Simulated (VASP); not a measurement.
# LuH2 (Fm-3m) in VASP: notebook

The runs below take LuH2 through relaxation of cell and atoms, with PBEsol.

Program: VASP 6.6.1. These are calculated values, not measurements. Logs are shortened: lines on timing, memory, paths and dates and some standing lists are left out, and cuts for length are marked.

## (1) The cell of the first run

Symmetry: Fm-3m, No. 225, cubic system. The conventional cell has a = 4.959 Å, b = 4.959 Å, c = 4.959 Å, α = 90.00°, β = 90.00°, γ = 90.00°. Within 2.8 Å of Lu (site symmetry m-3m) lie 8 H at 2.15 Å. H (site symmetry -43m) has 4 Lu at 2.15 Å and 6 H at 2.48 Å within 2.8 Å.

## (2) Relaxation of cell and atoms, PBEsol, target pressure 15 GPa, at which the enthalpy is minimised

INCAR reads:

```
SYSTEM = LuH2
PREC     = Accurate       ! precision mode
ENCUT    = 600            ! plane-wave cutoff, eV
EDIFF    = 1E-6           ! SCF threshold, eV
ISMEAR   = -1             ! smearing method
SIGMA    = 0.1            ! smearing width, eV
LREAL    = .FALSE.        ! projectors in reciprocal space
LASPH    = .TRUE.         ! aspherical terms in the spheres
NELM     = 80             ! most SCF steps
ALGO     = Normal         ! electronic algorithm
ISIF     = 3              ! what is computed and relaxed
LWAVE    = .FALSE.        ! write WAVECAR
LCHARG   = .FALSE.        ! write CHGCAR
GGA      = PS             ! functional
IBRION   = 2              ! ionic algorithm
NSW      = 100            ! ionic steps
EDIFFG   = -0.002         ! ionic threshold
PSTRESS  = 150.0
```

KPOINTS reads:

```
regular mesh
0
G
  14 14 14
  0 0 0
```

POSCAR reads:

```
LuH2
1.0
    0.0000000000      2.4795139380      2.4795139380
    2.4795139380      0.0000000000      2.4795139380
    2.4795139380      2.4795139380      0.0000000000
Lu H
1 2
Direct
    0.0000000000      0.0000000000      0.0000000000
    0.2500000000      0.2500000000      0.2500000000
    0.7500000000      0.7500000000      0.7500000000
```

Potentials or basis: VASP PAW PBE potentials, release 64 (Lu, H).

Started as:

```
cat potpaw_PBE.64/Lu/POTCAR potpaw_PBE.64/H/POTCAR > POTCAR
mpirun -np 1 vasp_std > vasp.out
```

OUTCAR:

```text
SYSTEM = LuH2
   PREC = Accurate
   ENCUT = 600
   EDIFF = 1E-6
   ISMEAR = -1
   LREAL = .FALSE.
   LASPH = .TRUE.
   NELM = 80
   ISIF = 3
   GGA = PS
   IBRION = 2
   NSW = 100
   EDIFFG = -0.002
   PSTRESS = 150.0

 ion  position               nearest neighbor table
   1  0.000  0.000  0.000-   3 2.15   3 2.15   3 2.15   2 2.15   3 2.15   2 2.15   2 2.15   2 2.15

   2  0.250  0.250  0.250-   1 2.15   1 2.15   1 2.15   1 2.15
   3  0.750  0.750  0.750-   1 2.15   1 2.15   1 2.15   1 2.15

  LATTYP: Found a face centered cubic cell.
 ALAT       =     4.9590278760

  Lattice vectors:

 A1 = (   0.0000000000,   2.4795139380,   2.4795139380)
 A2 = (   2.4795139380,   0.0000000000,   2.4795139380)
 A3 = (   2.4795139380,   2.4795139380,   0.0000000000)

Analysis of symmetry for initial positions (statically):
=====================================================================
 Subroutine PRICEL returns:
 Original cell was already a primitive cell.

 Routine SETGRP: Setting up the symmetry group for a
 face centered cubic supercell.

 Subroutine GETGRP returns: Found 48 space group operations
 (whereof 48 operations were pure point group operations)
 out of a pool of 48 trial point group operations.

The static configuration has the point symmetry O_h .

Analysis of symmetry for dynamics (positions and initial velocities):
=====================================================================
 Subroutine PRICEL returns:
 Original cell was already a primitive cell.

 Routine SETGRP: Setting up the symmetry group for a
 face centered cubic supercell.

 Subroutine GETGRP returns: Found 48 space group operations
 (whereof 48 operations were pure point group operations)
 out of a pool of 48 trial point group operations.

The dynamic configuration has the point symmetry O_h .

 Subroutine INISYM returns: Found 48 space group operations
 (whereof 48 operations are pure point group operations),
 and found     1 'primitive' translations

----------------------------------------------------------------------------------------

                                     Primitive cell

  volume of cell :      30.4881

  direct lattice vectors                    reciprocal lattice vectors
     0.000000000  2.479513938  2.479513938    -0.201652426  0.201652426  0.201652426
     2.479513938  0.000000000  2.479513938     0.201652426 -0.201652426  0.201652426
     2.479513938  2.479513938  0.000000000     0.201652426  0.201652426 -0.201652426

  length of vectors
     3.506562239  3.506562239  3.506562239     0.349272247  0.349272247  0.349272247

  position of ions in fractional coordinates (direct lattice)
     0.000000000  0.000000000  0.000000000
     0.250000000  0.250000000  0.250000000
     0.750000000  0.750000000  0.750000000

  ion indices of the primitive-cell ions
   primitive index   ion index
                 1           1
                 2           2
                 3           3

----------------------------------------------------------------------------------------

 KPOINTS: regular mesh

Automatic generation of k-mesh.
 Grid dimensions read from file:
 generate k-points for:   14   14   14

 Generating k-lattice:

  Cartesian coordinates                     Fractional coordinates (reciprocal lattice)
    -0.014403745  0.014403745  0.014403745     0.071428571  0.000000000  0.000000000
     0.014403745 -0.014403745  0.014403745     0.000000000  0.071428571  0.000000000
     0.014403745  0.014403745 -0.014403745     0.000000000  0.000000000  0.071428571

  Length of vectors
     0.024948018  0.024948018  0.024948018

  Shift w.r.t. Gamma in fractional coordinates (k-lattice)
     0.000000000  0.000000000  0.000000000

 Subroutine IBZKPT returns following result:
 ===========================================

 Found    104 irreducible k-points:

 Following reciprocal coordinates:
            Coordinates               Weight
  0.000000  0.000000  0.000000      1.000000
  0.071429  0.000000  0.000000      8.000000
  0.142857  0.000000  0.000000      8.000000
  0.214286  0.000000  0.000000      8.000000
  0.285714  0.000000  0.000000      8.000000
  0.357143  0.000000  0.000000      8.000000
[... 16 lines left out ...]
  0.214286  0.142857  0.000000     24.000000
  0.285714  0.142857  0.000000     24.000000
 [... further k-points ...]
   k-points           NKPTS =    104   k-points in BZ     NKDIM =    104   number of bands    NBANDS=     17
   number of dos      NEDOS =    301   number of ions     NIONS =      3
   total plane-waves  NPLWV =  21952
   dimension x,y,z NGX =    28 NGY =   28 NGZ =   28
   dimension x,y,z NGXF=    56 NGYF=   56 NGZF=   56
   ions per type =               1   2
   NGX,Y,Z   is equivalent  to a cutoff of  13.27, 13.27, 13.27 a.u.
   NGXF,Y,Z  is equivalent  to a cutoff of  26.55, 26.55, 26.55 a.u.
 SYSTEM =  LuH2
   PREC   = accura    normal or accurate (medium, high low for compatibility)
   ISTART =      0    job   : 0-new  1-cont  2-samecut
   ICHARG =      2    charge: 1-file 2-atom 10-const
   ISPIN  =      1    spin polarized calculation?
   LNONCOLLINEAR =      F non collinear calculations
   LSORBIT =      F    spin-orbit coupling
   LASPH  =      T    aspherical Exc in radial PAW
   ENCUT  =  600.0 eV  44.10 Ry    6.64 a.u.   7.00  7.00  7.00*2*pi/ulx,y,z
   NELM   =     80;   NELMIN=  2; NELMDL= -5     # of ELM steps
   EDIFF  = 0.1E-05   stopping-criterion for ELM
   LREAL  =      F    real-space projection
   EDIFFG = -.2E-02   stopping-criterion for IOM
   NSW    =    100    number of steps for IOM
   IBRION =      2    ionic relax: 0-MD 1-quasi-New 2-CG
   NFREE  =      1    steps in history (QN), initial steepest desc. (CG)
   ISIF   =      3    stress and relaxation
   ISYM   =      2    0-nonsym 1-usesym 2-fastsym
   POTIM  = 0.5000    time-step for ionic-motion
   TEBEG  =    0.0;   TEEND  =   0.0 temperature during run
   PSTRESS=  150.0 pullay stress
   NELECT =      27.0000    total number of electrons
   NUPDOWN=      -1.0000    fix difference up-down
   EMIN   =  10.00;   EMAX   =-10.00  energy-range for DOS
   EFERMI =   0.00;   METHOD = LEGACY
   ISMEAR =    -1;   SIGMA  =   0.10  broadening in eV -4-tet -1-fermi 0-gaus
   EFERMI_NEDOS =   21; number of points for ismear=-14 and -15
   IALGO  =     38    algorithm
   IMIX   =      4    mixing-type and parameters
     AMIX     =   0.40;   BMIX     =  1.00
     AMIX_MAG =   1.60;   BMIX_MAG =  1.00
  volume/ion in A,a.u.               =      10.16        68.58
  Fermi-wavevector in a.u.,A,eV,Ry     =   1.572122  2.970879 33.627711  2.471567
  Thomas-Fermi vector in A             =   2.673603
   LORBIT       =      0    0 simple, 1 ext, 2 COOP (PROOUT), +10 PAW based schemes
   GGA     = PS    functional components
   LHFCALC =     F    Hartree Fock is set to
   AEXX    =    0.0000 exact exchange contribution
   IVDW    =     0    specifies the selected vdW correction
   LEPSILON=     F    determine dielectric tensor
   LRPA    =     F    only Hartree local field effects (RPA)
 conjugate gradient relaxation of ions
 non-spin polarized calculation
  energy-cutoff  :      600.00
  volume of cell :       30.49
 maximum number of plane-waves:      1034
   NGX = 13   NGY = 13   NGZ = 13

--------------------------------------- Ionic step        1  -------------------------------------------

 number of electron      26.9999997 magnetization

 Free energy of the ion-electron system (eV)
  ---------------------------------------------------
  ext. energy  EPLUGINS =         0.00000000
  ---------------------------------------------------
  free energy    TOTEN  =       -13.71045226 eV

  energy without entropy =      -13.69070282  energy(sigma->0) =      -13.70057754

 E-fermi :   2.6747     XC(G=0): -11.4098

 val. band max:        2.6131575038   @ k =  -0.3571   0.2143   0.0000
 cond. band min:       2.6918461806   @ k =   0.4286   0.2143   0.0000
 fundamental gap:      0.0786886768
 Fermi energy:         2.6747470631

 k-point     1 :       0.0000    0.0000    0.0000
  band No.  band energies     occupation
      1     -53.3140      2.00000
      2     -23.8118      2.00000
      3     -23.8118      2.00000
      4     -23.8118      2.00000
      5      -6.7673      2.00000
      6      -2.4462      2.00000
[... 9 lines left out ...]
     16       4.0972      0.00000
     17       7.0700      0.00000
[... 443 lines left out ...]
      1     -53.2979      2.00000
      2     -24.0786      2.00000
      3     -23.8773      2.00000
      4     -23.8750      2.00000
      5      -5.1123      2.00000
      6      -2.4785      2.00000
[... 9 lines left out ...]
     16       5.7657      0.00000
     17       7.7190      0.00000

 [... further k-points ...]

------------------------ aborting loop because EDIFF is reached ----------------------------------------

  FORCE on cell =-STRESS in cart. coord.  units (eV):
  Direction    XX          YY          ZZ          XY          YZ          ZX
  --------------------------------------------------------------------------------------
  -------------------------------------------------------------------------------------
  Total        0.0691345      0.0691345      0.0691345     -0.0000000     -0.0000000     -0.0000000
  in kB        3.6330845      3.6330845      3.6330845     -0.0000000     -0.0000000     -0.0000000
  external PRESSURE =    -146.3669155 kB  Pullay stress =     150.0000000 kB
[... 96 lines left out ...]
  FREE ENERGIE OF THE ION-ELECTRON SYSTEM (eV)
  ---------------------------------------------------
  free  energy   TOTEN  =       -13.5558115913 eV

  energy  without entropy=      -13.5372503233  energy(sigma->0) =      -13.54653096

  enthalpy is  TOTEN    =       -11.0231940715 eV   P V=        2.5326175198

[... ionic steps 4 to 17 ...]

--------------------------------------- Ionic step       18  -------------------------------------------

 number of electron      26.9999998 magnetization

------------------------ aborting loop because EDIFF is reached ----------------------------------------

  FORCE on cell =-STRESS in cart. coord.  units (eV):
  Direction    XX          YY          ZZ          XY          YZ          ZX
  --------------------------------------------------------------------------------------
  -------------------------------------------------------------------------------------
  Total        2.5568183      2.5568183      2.5568183      0.0000000      0.0000000     -0.0000000
  in kB      151.1220370    151.1220370    151.1220370      0.0000000      0.0000000     -0.0000000
  external PRESSURE =       1.1220370 kB  Pullay stress =     150.0000000 kB
[... 63 lines left out ...]
  enthalpy is  TOTEN    =       -11.0232759100 eV   P V=        2.5385450838

--------------------------------------- Ionic step       20  -------------------------------------------

 number of electron      26.9999998 magnetization

 Free energy of the ion-electron system (eV)
  ---------------------------------------------------
  ext. energy  EPLUGINS =         0.00000000
  ---------------------------------------------------
  free energy    TOTEN  =       -13.56200810 eV

  energy without entropy =      -13.54342386  energy(sigma->0) =      -13.55271598

 E-fermi :   3.0694     XC(G=0): -12.0111

 val. band max:        3.0158187546   @ k =  -0.3571   0.2143   0.0000
 cond. band min:       3.0812725251   @ k =   0.4286   0.2143   0.0000
 fundamental gap:      0.0654537705
 Fermi energy:         3.0694147531

 k-point     1 :       0.0000    0.0000    0.0000
  band No.  band energies     occupation
      1     -52.5265      2.00000
      2     -22.9628      2.00000
      3     -22.9628      2.00000
      4     -22.9628      2.00000
      5      -6.7764      2.00000
      6      -1.8591      2.00000
[... 9 lines left out ...]
     16       4.6301      0.00000
     17       8.0026      0.00000
[... 443 lines left out ...]
      1     -52.4982      2.00000
      2     -23.3697      2.00000
      3     -23.0597      2.00000
      4     -23.0570      2.00000
      5      -4.8892      2.00000
      6      -1.9961      2.00000
[... 9 lines left out ...]
     16       6.5354      0.00000
     17       8.7483      0.00000

 [... further k-points ...]

------------------------ aborting loop because EDIFF is reached ----------------------------------------

  FORCE on cell =-STRESS in cart. coord.  units (eV):
  Direction    XX          YY          ZZ          XY          YZ          ZX
  --------------------------------------------------------------------------------------
  -------------------------------------------------------------------------------------
  Total        2.5359359      2.5359359      2.5359359     -0.0000000     -0.0000000      0.0000000
  in kB      149.8347804    149.8347804    149.8347804     -0.0000000     -0.0000000      0.0000000
  external PRESSURE =      -0.1652196 kB  Pullay stress =     150.0000000 kB
[... 18 lines left out ...]
  FREE ENERGIE OF THE ION-ELECTRON SYSTEM (eV)
  ---------------------------------------------------
  free  energy   TOTEN  =       -13.5620081033 eV

  energy  without entropy=      -13.5434238641  energy(sigma->0) =      -13.55271598

  enthalpy is  TOTEN    =       -11.0232758760 eV   P V=        2.5387322273

 reached required accuracy - stopping structural energy minimisation
```

Wall time 4.3 min (1 thread of Intel Xeon 6975P-C (Granite Rapids), shared host); peak memory 0.23 GiB.

Results:

```
Free energy                                                : -13.5620 eV
Relaxed volume                                             : 9.04 Å³/atom
Relaxed cell                                               : a = 3.372 Å, b = 3.372 Å, c = 3.372 Å, α = 60.00°, β = 60.00°, γ = 60.00°
Space group after relaxing (to 0.1 Å)                      : Fm-3m (No. 225)
Energy change on relaxing (the run minimises the enthalpy) : +49.5 meV/atom
Ionic steps                                                : 20
Pressure after relaxing                                    : 15.0 GPa
Band gap on the k mesh                                     : zero (an odd number of electrons rules out a gap without spin polarisation)
```

The path:
```csv
step,energy change (eV),largest force (eV/Å),pressure (GPa),volume (Å³)
1,0.0000,0.0000,0.36,30.49
2,0.2048,0.0000,17.56,26.57
3,0.1546,0.0000,15.56,27.05
4,0.1444,0.0000,14.75,27.16
5,0.1444,0.0000,14.82,27.16
6,0.1446,0.0000,14.81,27.16
7,0.1446,0.0000,14.71,27.16
8,0.1446,0.0000,14.71,27.16
9,0.1447,0.0000,14.74,27.16
10,0.1447,0.0000,14.77,27.16
11,0.1447,0.0000,14.85,27.16
12,0.1448,0.0000,14.86,27.16
13,0.1451,0.0000,14.83,27.15
14,0.1455,0.0000,14.78,27.15
15,0.1464,0.0000,14.91,27.14
16,0.1482,0.0000,14.93,27.12
17,0.1517,0.0000,15.15,27.08
18,0.1493,0.0000,15.11,27.11
19,0.1486,0.0000,15.05,27.11
20,0.1484,0.0000,14.98,27.12
```

Final structure:
```cif
data_structure
_symmetry_space_group_name_H-M 'P 1'
_symmetry_Int_Tables_number 1
_cell_length_a 3.3722
_cell_length_b 3.3722
_cell_length_c 3.3722
_cell_angle_alpha 60.000
_cell_angle_beta 60.000
_cell_angle_gamma 60.000
_cell_volume 27.12
loop_
_atom_site_label
_atom_site_type_symbol
_atom_site_fract_x
_atom_site_fract_y
_atom_site_fract_z
_atom_site_occupancy
Lu1 Lu 0.00000 0.00000 0.00000 1
H1 H 0.25000 0.25000 0.25000 1
H2 H 0.75000 0.75000 0.75000 1
```

Caveat: the cell is relaxed towards a set pressure, so the run minimises the enthalpy, not the energy; the PAW data sets were made with another functional, which shifts forces and pressure a little; spin-orbit coupling is left out, which moves the levels of the heavy elements.

(Continued in part 2 of 2.)
